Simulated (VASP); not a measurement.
Input of a VASP 6.6.1 run:

INCAR

```
SYSTEM = Ni
PREC = Accurate
ENCUT = 520
EDIFF = 1E-7
ISMEAR = -1
SIGMA = 0.1
LREAL = .False.
LASPH = .True.
NELM = 80
ALGO = Normal
ISIF = 2
LWAVE = .False.
LCHARG = .False.
GGA = PE
NBANDS = 11
```

The input KPOINTS:

```
regular mesh
0
Gamma
  21 21 21
  0 0 0
```

The input POSCAR:

```
Ni
1.0
   -1.3977621757      1.3977621757      1.3977621757
    1.3977621757     -1.3977621757      1.3977621757
    1.3977621757      1.3977621757     -1.3977621757
Ni
1
Direct
    0.0000000000      0.0000000000      0.0000000000
```

Potentials or basis: VASP PAW PBE potentials, release 64 (Ni).

Launch:

```bash
$ cat potpaw_PBE.64/Ni/POTCAR > POTCAR
$ mpirun -np 1 vasp_std > vasp.out
```

(1) Predict the band gap on the k mesh.

(2) Predict the pressure.

Answers

(1) zero (band 5 reaches 9.49 eV, above the bottom of band 6 at 8.50 eV).

(2) 0.0 GPa.

Caveat: the run has no spin polarisation, though such a crystal can be magnetic.
